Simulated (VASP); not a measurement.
# BeSe3 (P1) in VASP: notebook

Runs on BeSe3. Level: PBE. Tasks: single point.

Program: VASP 6.6.1. These are calculated values, not measurements. Logs are shortened: lines on timing, memory, paths and dates and some standing lists are left out, and cuts for length are marked.

**1. The cell of the first run**

The typed cell holds 8 atoms: a = 5.240 Å, b = 5.215 Å, c = 7.492 Å, α = 91.47°, β = 81.39°, γ = 90.00°.

**2. Single point, PBE**

Contents of INCAR:

```
SYSTEM = BeSe3
  ALGO = Normal
  EDIFF = 1E-6
  ENCUT = 520
  GGA = PE
  ISIF = 2
  ISMEAR = 0
  LASPH = .True.
  LCHARG = .True.
  LELF = .True.
  LREAL = .False.
  LVHAR = .True.
  LWAVE = .False.
  NBANDS = 30
  NELM = 100
  PREC = Accurate
  SIGMA = 0.1
```

Contents of KPOINTS:

```
k-points
0
Gamma
  4 4 2
  0 0 0
```

Contents of POSCAR:

```
BeSe3
1.0
    5.2258531142      0.0022317915      0.3836601061
    0.0024884062      5.2147279017     -0.0645376472
    0.5762497551     -0.1005734993      7.4694557477
Be Se
2 6
Direct
    0.0013474247     -0.0048232060      0.0003143105
    0.4998464409      0.4955922067      0.9998392817
    0.3023681623      0.7553687602      0.8296192206
    0.7748719610      0.2269750075      0.8302835806
    0.1984956950      0.2685064946      0.1697018533
    0.7251717819      0.7402706208      0.1696113444
    0.4311659241      1.0220462603      0.3571690124
    0.0667326100      0.4960638557      0.6434613966
```

Potentials or basis: VASP PAW PBE potentials, release 64 (Be, Se).

Launch:

```
$ cat potpaw_PBE.64/Be/POTCAR potpaw_PBE.64/Se/POTCAR > POTCAR
$ mpirun -np 1 vasp_std > vasp.out
```

OUTCAR:

```text
SYSTEM = BeSe3
   EDIFF = 1E-6
   ENCUT = 520
   GGA = PE
   ISIF = 2
   ISMEAR = 0
   LASPH = .True.
   LREAL = .False.
   NELM = 100
   PREC = Accurate

 ion  position               nearest neighbor table
   1  0.001  0.995  0.000-   3 2.24   6 2.24   5 2.24   4 2.24
   2  0.500  0.496  1.000-   5 2.23   6 2.24   4 2.24   3 2.24
   3  0.302  0.755  0.830-   1 2.24   2 2.24   8 2.39
   4  0.775  0.227  0.830-   2 2.24   1 2.24   8 2.39
   5  0.198  0.269  0.170-   2 2.23   1 2.24   7 2.39
   6  0.725  0.740  0.170-   2 2.24   1 2.24   7 2.40
   7  0.431  0.022  0.357-   5 2.39   6 2.40
   8  0.067  0.496  0.643-   3 2.39   4 2.39

  LATTYP: Found a triclinic cell.
 ALAT       =     7.3928706060
 B/A-ratio  =     0.7054266357
 C/A-ratio  =     1.8619009871
 COS(alpha) =     0.0140046666
 COS(beta)  =     0.6072612318
 COS(gamma) =     0.7054297038

  Lattice vectors:

 A1 = (  -5.2233647080,   5.2124961102,  -0.4481977533)
 A2 = (   0.0024884062,   5.2147279017,  -0.0645376472)
 A3 = ( -11.0279559835,   0.0961099163,  -8.2367759599)

Analysis of symmetry for initial positions (statically):
=====================================================================
 Subroutine PRICEL returns:
 Original cell was already a primitive cell.

 Routine SETGRP: Setting up the symmetry group for a
 triclinic supercell.

 Subroutine GETGRP returns: Found  1 space group operations
 (whereof  1 operations were pure point group operations)
 out of a pool of  2 trial point group operations.

The static configuration has the point symmetry C_1 .

Analysis of symmetry for dynamics (positions and initial velocities):
=====================================================================
 Subroutine PRICEL returns:
 Original cell was already a primitive cell.

 Routine SETGRP: Setting up the symmetry group for a
 triclinic supercell.

 Subroutine GETGRP returns: Found  1 space group operations
 (whereof  1 operations were pure point group operations)
 out of a pool of  2 trial point group operations.

The dynamic configuration has the point symmetry C_1 .

 Subroutine INISYM returns: Found  1 space group operations
 (whereof  1 operations are pure point group operations),
 and found     1 'primitive' translations

----------------------------------------------------------------------------------------
[... 103 lines left out ...]
   NSW    =      0    number of steps for IOM
   IBRION =     -1    ionic relax: 0-MD 1-quasi-New 2-CG
   NFREE  =      0    steps in history (QN), initial steepest desc. (CG)
   ISIF   =      2    stress and relaxation
   ISYM   =      2    0-nonsym 1-usesym 2-fastsym
   POTIM  = 0.5000    time-step for ionic-motion
   TEBEG  =    0.0;   TEEND  =   0.0 temperature during run
   PSTRESS=    0.0 pullay stress
   NELECT =      40.0000    total number of electrons
   NUPDOWN=      -1.0000    fix difference up-down
   EMIN   =  10.00;   EMAX   =-10.00  energy-range for DOS
   EFERMI =   0.00;   METHOD = LEGACY
   ISMEAR =     0;   SIGMA  =   0.10  broadening in eV -4-tet -1-fermi 0-gaus
   EFERMI_NEDOS =   21; number of points for ismear=-14 and -15
   IALGO  =     38    algorithm
   IMIX   =      4    mixing-type and parameters
     AMIX     =   0.40;   BMIX     =  1.00
     AMIX_MAG =   1.60;   BMIX_MAG =  1.00
  volume/ion in A,a.u.               =      25.30       170.70
  Fermi-wavevector in a.u.,A,eV,Ry     =   0.953635  1.802109 12.373409  0.909420
  Thomas-Fermi vector in A             =   2.082308
   LORBIT       =      0    0 simple, 1 ext, 2 COOP (PROOUT), +10 PAW based schemes
   GGA     = PE    functional components
   LHFCALC =     F    Hartree Fock is set to
   AEXX    =    0.0000 exact exchange contribution
   IVDW    =     0    specifies the selected vdW correction
   LEPSILON=     F    determine dielectric tensor
   LRPA    =     F    only Hartree local field effects (RPA)
 non-spin polarized calculation
 Gauss-broadening in eV      SIGMA  =   0.10
  energy-cutoff  :      520.00
  volume of cell :      202.37
 maximum number of plane-waves:      5472
 NGX is ok and might be reduce to    40
   NGX = 19   NGY = 19   NGZ = 27

 number of electron      39.9999996 magnetization

 Free energy of the ion-electron system (eV)
  ---------------------------------------------------
  ext. energy  EPLUGINS =         0.00000000
  ---------------------------------------------------
  free energy    TOTEN  =       -31.15892559 eV

  energy without entropy =      -31.15892550  energy(sigma->0) =      -31.15892554

 E-fermi :   2.0275     XC(G=0):  -8.3667

 val. band max:        1.6966512566   @ k =   0.0000   0.0000   0.5000
 cond. band min:       2.3540241578   @ k =   0.0000   0.0000   0.5000
 fundamental gap:      0.6573729012
 Fermi energy:         2.0275046157

 k-point     1 :       0.0000    0.0000    0.0000
  band No.  band energies     occupation
      1     -13.0297      2.00000
      2     -12.4556      2.00000
      3     -10.7545      2.00000
      4     -10.7301      2.00000
      5      -9.7035      2.00000
      6      -8.9289      2.00000
[... 649 lines left out ...]
     29       8.5188      0.00000
     30       8.6840      0.00000

------------------------ aborting loop because EDIFF is reached ----------------------------------------

  FORCE on cell =-STRESS in cart. coord.  units (eV):
  Direction    XX          YY          ZZ          XY          YZ          ZX
  --------------------------------------------------------------------------------------
  -------------------------------------------------------------------------------------
  Total        0.1327975      0.1486276      0.2118922     -0.0080226     -0.0080106      0.0418935
  in kB        1.0513871      1.1767173      1.6775976     -0.0635166     -0.0634217      0.3316800
  external PRESSURE =       1.3019007 kB  Pullay stress =       0.0000000 kB

 VOLUME and BASIS-vectors are now :
 -----------------------------------------------------------------------------
  energy-cutoff  :      520.00
  volume of cell :      202.37
      direct lattice vectors                 reciprocal lattice vectors
     5.225853114  0.002231792  0.383660106     0.192446694 -0.000275623 -0.014850490
     0.002488406  5.214727902 -0.064537647    -0.000273051  0.191796911  0.002603541
     0.576249755 -0.100573499  7.469455748    -0.009887165  0.001671322  0.134663836

 POSITION                                       TOTAL-FORCE (eV/Angst)
 -----------------------------------------------------------------------------------
      0.00970      5.18955     -0.06136        -0.000338      0.000818      0.000562
      3.18951      2.48494      7.62804        -0.004248      0.004266     -0.002310
      2.06008      3.85628      6.26406         0.017226      0.020660      0.004032
      4.52838      1.10184      6.48441        -0.019147     -0.008021     -0.001932
      1.13577      1.38356      1.32641        -0.016434      0.018158     -0.009413
      3.88922      3.84487      1.49735         0.020017     -0.005434     -0.001771
      2.45908      0.08001      2.83186         0.005038     -0.008010      0.029361
      0.72076      2.52227      4.79989        -0.002114     -0.022438     -0.018528
 -----------------------------------------------------------------------------------
    total drift:                                0.000024     -0.000018      0.000106

  FREE ENERGIE OF THE ION-ELECTRON SYSTEM (eV)
  ---------------------------------------------------
  free  energy   TOTEN  =       -31.1589255853 eV

  energy  without entropy=      -31.1589255016  energy(sigma->0) =      -31.15892554
```

stdout:

```text
POSCAR found type information on POSCAR BeSe
 POSCAR found :  2 types and       8 ions
 scaLAPACK will be used
 LDA part: xc-table for (Slater+PW92), standard interpolation
 POSCAR, INCAR and KPOINTS ok, starting setup
 FFT: planning ... GRIDC
 FFT: planning ... GRID_SOFT
 FFT: planning ... GRID
 WAVECAR not read
 entering main loop
```

It took 2.1 min on 1 thread of Intel Xeon 8259CL, shared host; peak memory 0.32 GiB.

Results:

```
Free energy            : -31.1589 eV
Pressure               : 0.1 GPa
Largest force          : 0.031 eV/Å
Band gap on the k mesh : 0.66 eV
```

Forces in eV/Å, atoms in the order of the input:
```
Be   0.000  0.001  0.001
Be  -0.004  0.004 -0.002
Se   0.017  0.021  0.004
Se  -0.019 -0.008 -0.002
Se  -0.016  0.018 -0.009
Se   0.020 -0.005 -0.002
Se   0.005 -0.008  0.029
Se  -0.002 -0.022 -0.019
```

Levels at points of the mesh, in eV from the valence-band top:
| k point | band 18 | band 19 | band 20 | band 21 | band 22 | band 23 |
| --- | --- | --- | --- | --- | --- | --- |
| (0.00, 0.00, 0.00) | -1.23 | -0.25 | -0.13 | 1.51 | 1.68 | 2.31 |
| (0.50, 0.00, 0.00) | -1.54 | -0.66 | -0.42 | 2.05 | 2.13 | 2.91 |
| (0.00, 0.50, 0.00) | -1.54 | -0.58 | -0.52 | 1.95 | 2.00 | 3.02 |
| (0.50, 0.50, 0.00) | -1.03 | -0.06 | -0.02 | 1.34 | 1.43 | 2.98 |
| (0.00, 0.00, 0.50) | -0.71 | -0.14 | 0.00 | 0.66 | 1.68 | 2.28 |
| (0.50, 0.00, 0.50) | -1.41 | -0.57 | -0.34 | 2.00 | 2.15 | 2.99 |
| (0.00, 0.50, 0.50) | -1.54 | -0.41 | -0.40 | 2.21 | 2.29 | 2.99 |
| (0.50, 0.50, 0.50) | -0.98 | -0.43 | -0.40 | 1.85 | 1.94 | 2.93 |

Caveat: the k points lie up to 0.42 Å⁻¹ apart; semilocal functionals underestimate gaps, and a narrow one can read as zero.

**3. Single point, PBE**

This run uses another cell than the first one, of 29.33 Å³/atom.

Contents of INCAR:

```
  PREC = Accurate
  ENCUT = 520
  EDIFF = 1E-6
  ISMEAR = 0
  SIGMA = 0.2
  LREAL = False
  LASPH = True
  NELM = 80
  ALGO = Normal
  ISIF = 2
  LWAVE = False
  LCHARG = False
  GGA = PE
  NBANDS = 30
```

Contents of KPOINTS:

```
Automatic mesh
0
Gamma
  6 6 2
```

Contents of POSCAR:

```
BeSe3
1.0
    3.6365668480      0.0001803216     -0.0301852704
    0.0001896430      3.6359951416     -0.0210311200
   -0.1459560525     -0.1012713744     17.7460750331
Be Se
2 6
Direct
    0.4968595272      0.5037607389     -0.0008087070
   -0.0031315338      0.0036971126     -0.0008202801
    0.4907385699     -0.0004961506      0.9230690255
    0.0030106136      0.5079708518      0.0753030461
   -0.0133257401      0.4648095409      0.3420940789
    0.5444217857      0.0222309192      0.3856105880
    0.4652188836      0.0275436542      0.6595483503
    0.0162078938      0.4704833329      0.6160038982
```

Potentials or basis: VASP PAW PBE potentials, release 64 (Be, Se).

Launch:

```
$ cat potpaw_PBE.64/Be/POTCAR potpaw_PBE.64/Se/POTCAR > POTCAR
$ mpirun -np 1 vasp_std > vasp.out
```

It took 2.9 min on 1 thread of Intel Xeon 6975P-C (Granite Rapids), shared host; peak memory 0.45 GiB.

Results (log left out):

| Item | Value |
| --- | --- |
| Free energy | -30.8298 eV |
| Pressure | 0.1 GPa |
| Largest force | 0.035 eV/Å |
| Band gap on the k mesh | 0.80 eV (least direct gap 1.05 eV) |

Forces on the atoms (eV/Å):
```
Be   0.000  0.000  0.000
Be   0.000  0.000  0.001
Se   0.000  0.000 -0.034
Se   0.000  0.000  0.035
Se   0.007  0.013  0.002
Se  -0.007 -0.013  0.000
Se   0.009 -0.011 -0.006
Se  -0.008  0.011  0.003
```

Levels at points of the mesh, in eV from the valence-band top:
```tsv
k point	band 16	band 17	band 18	band 19	band 20	band 21	band 22	band 23	band 24	band 25
(0.00, 0.00, 0.00)	-1.61	-0.56	-0.56	-0.33	0.00	1.95	1.97	2.49	3.34	3.36
(0.50, 0.00, 0.00)	-1.87	-1.53	-1.53	-0.64	-0.63	0.81	0.82	0.98	1.01	4.24
(0.00, 0.50, 0.00)	-1.85	-1.53	-1.53	-0.65	-0.61	0.80	0.82	0.95	1.02	4.24
(0.50, 0.50, 0.00)	-3.20	-1.65	-1.64	-1.21	-1.21	2.29	2.30	2.73	2.76	3.55
(0.00, 0.00, 0.50)	-1.62	-0.56	-0.56	-0.31	-0.02	1.95	1.97	2.49	3.34	3.35
(0.50, 0.00, 0.50)	-1.87	-1.53	-1.53	-0.64	-0.63	0.81	0.82	0.98	1.01	4.24
(0.00, 0.50, 0.50)	-1.85	-1.53	-1.53	-0.65	-0.61	0.80	0.82	0.95	1.03	4.24
(0.50, 0.50, 0.50)	-3.20	-1.65	-1.64	-1.22	-1.21	2.30	2.30	2.73	2.76	3.56
```

Caveat: semilocal functionals underestimate gaps, and a narrow one can read as zero. A k mesh can miss the band edges.

**4. Single point, PBE**

This run uses another cell than the first one, of 29.42 Å³/atom.

Contents of INCAR:

```
PREC = Accurate ; ENCUT = 520
EDIFF = 1E-6 ; ISMEAR = 0
SIGMA = 0.02 ; LREAL = F
LASPH = T ; NELM = 100
ALGO = Normal ; ISIF = 2
LWAVE = F ; LCHARG = T
GGA = PE ; LELF = T
LVHAR = T ; NBANDS = 30
```

Contents of KPOINTS:

```
Automatic mesh
0
Gamma
  8 8 2
```

Contents of POSCAR:

```
BeSe3
1.0
    3.6445672400     -0.0002287640     -0.0015097266
    0.0003170520      3.6446687587     -0.0001055795
    0.1970130986      0.2933377805     17.7198001539
Be Se
2 6
Direct
    0.5037250300      0.4971076135      0.0004504828
    0.0037264768      0.9971141613      0.0004512353
    0.9997236493      0.4910034715      0.0765575574
    0.5077310112      0.0032286347      0.9243447232
    0.4645072134      0.9839857553      0.6568874054
    0.0248891077      0.5454249450      0.6135531805
    0.0279692032      0.4637765238      0.3422131141
    0.4677283083      0.0183588948      0.3855423015
```

Launch:

```
$ cat potpaw_PBE.64/Be/POTCAR potpaw_PBE.64/Se/POTCAR > POTCAR
$ mpirun -np 1 vasp_std > vasp.out
```

Wall time 10 min (1 thread of Oxide Virtual Turin-like, shared host); peak memory 0.51 GiB.

It converged, with:

| Property | Result |
| --- | --- |
| Free energy | -30.8011 eV |
| Pressure | 0.1 GPa |
| Largest force | 0.033 eV/Å |
| Band gap on the k mesh | 0.61 eV (least direct gap 0.86 eV) |

Forces on the atoms (eV/Å):
```
Be   0.000  0.000  0.000
Be   0.000  0.000  0.000
Se   0.001  0.000  0.033
Se  -0.001  0.000 -0.033
Se   0.016  0.013  0.010
Se  -0.015 -0.013 -0.010
Se  -0.015  0.014 -0.010
Se   0.015 -0.014  0.011
```

Levels at points of the mesh, in eV from the valence-band top:
| k point | band 17 | band 18 | band 19 | band 20 | band 21 | band 22 | band 23 | band 24 |
| --- | --- | --- | --- | --- | --- | --- | --- | --- |
| (0.00, 0.00, 0.00) | -0.61 | -0.61 | -0.34 | 0.00 | 1.82 | 1.84 | 2.45 | 3.34 |
| (0.50, 0.00, 0.00) | -1.58 | -1.58 | -0.70 | -0.66 | 0.82 | 0.85 | 0.93 | 1.01 |
| (0.00, 0.50, 0.00) | -1.58 | -1.58 | -0.69 | -0.68 | 0.83 | 0.84 | 0.96 | 0.99 |
| (0.50, 0.50, 0.00) | -1.71 | -1.69 | -1.22 | -1.21 | 2.28 | 2.29 | 2.77 | 2.79 |
| (0.00, 0.00, 0.50) | -0.61 | -0.61 | -0.31 | -0.02 | 1.82 | 1.84 | 2.45 | 3.34 |
| (0.50, 0.00, 0.50) | -1.58 | -1.58 | -0.70 | -0.66 | 0.82 | 0.85 | 0.93 | 1.01 |
| (0.00, 0.50, 0.50) | -1.58 | -1.58 | -0.69 | -0.68 | 0.82 | 0.84 | 0.96 | 0.99 |
| (0.50, 0.50, 0.50) | -1.71 | -1.69 | -1.22 | -1.21 | 2.28 | 2.29 | 2.76 | 2.79 |

Caveat: semilocal functionals underestimate gaps, and a narrow one can read as zero. A k mesh can miss the band edges.

**5. The runs side by side**

| cell | k mesh | smearing | gap on the mesh (eV) | pressure (GPa) | largest force (eV/Å) |
| --- | --- | --- | --- | --- | --- |
| a = 5.240, b = 5.215, c = 7.492 Å, angles 91.5, 81.4, 90.0°, 8 atoms, atomic positions A | 4 × 4 × 2 | gaussian 0.1 eV | 0.66 | 0.1 | 0.03 |
| a = 3.637, b = 3.636, c = 17.747 Å, angles 90.7, 90.9, 90.0°, 8 atoms, atomic positions B | 6 × 6 × 2 | gaussian 0.2 eV | 0.80 | 0.1 | 0.03 |
| a = 3.645, b = 3.645, c = 17.723 Å, angles 89.1, 89.4, 90.0°, 8 atoms, atomic positions C | 8 × 8 × 2 | gaussian 0.02 eV | 0.61 | 0.1 | 0.03 |

Alike in all rows: task single point; level PBE; potentials or basis VASP PAW PBE potentials, release 64 (Be, Se); no spin polarisation; cutoff (eV) 520.

Caveats: some runs use coarse meshes; semilocal functionals underestimate gaps, and a narrow one can read as zero.

Total energies depend on the potentials used, so only differences within one code and one set of settings carry meaning.
